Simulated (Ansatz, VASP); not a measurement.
**Two plane-wave programs on Ti**

```xyz
2
Lattice="2.8807 0.0000 0.0000 -1.4404 2.4948 0.0000 0.0000 0.0000 4.5616" Properties=species:S:1:pos:R:3 pbc="T T T"
Ti    0.0000    1.6632    1.1404
Ti    1.4404    0.8316    3.4212
```

Alike in both runs: task single point; functional BLYP; k mesh 20 × 20 × 11; occupations fermi-dirac, width 0.1 eV; no spin polarisation.

|  | VASP | Ansatz |
| --- | --- | --- |
| version | VASP 6.6.1 | Ansatz 0.2.0 |
| potentials or method | VASP PAW PBE potentials, release 64 (Ti_sv), cutoff 520 eV | plane waves (420 eV) with PAW, scalar-relativistic |
| valence electrons in the cell | 24 | 24 |

Ansatz gave:

| Item | Value |
| --- | --- |
| pressure (GPa) | 10.1 |
| traceless stress, the component that is largest in VASP (GPa) | 0.13 |

Task: Estimate VASP's values.

Result: Pressure (GPa): 10.0; traceless stress, the component that is largest in VASP (GPa): 0.15.

VASP's potentials were made for PBE, not for BLYP. With one functional, cell and mesh, what is left measures potentials, basis and numerics.
